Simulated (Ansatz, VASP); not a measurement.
**One calculation of Si2W, two programs**

```
CELL_PARAMETERS angstrom
-1.62805 1.62805 3.96647
1.62805 -1.62805 3.96647
1.62805 1.62805 -3.96647
ATOMIC_POSITIONS crystal
Si 0.33497 0.33497 0.00000
Si 0.66503 0.66503 0.00000
W 0.00000 0.00000 0.00000
```

Change from the starting cell: volume scaled by 1.04, ions relaxed.

Alike in both runs: functional PBE; k mesh 20 × 20 × 20; occupations fermi-dirac, width 0.05 eV; no spin polarisation.

Ansatz relaxed the structure, and its values are those at the end. VASP's run is a single point on that final structure, the one shown.

|  | VASP | Ansatz |
| --- | --- | --- |
| version | VASP 6.6.1 | Ansatz 0.2.0 |
| potentials or method | VASP PAW PBE potentials, release 64 (Si, W_sv) | plane-wave PAW, scalar-relativistic |
| plane-wave cutoff (eV) | 520 | 420 |
| valence electrons in the cell | 22 | 22 |

```csv
,VASP,Ansatz,Ansatz less VASP
pressure (GPa),-5.1,-5.2,-0.04
rms of the force components (eV/Å),0.002,0.004,+0.0012
```

With one functional, cell and mesh, what is left measures potentials, basis and numerics. Ansatz's warnings: stress scf threshold loose.

Spin-orbit coupling is off throughout.
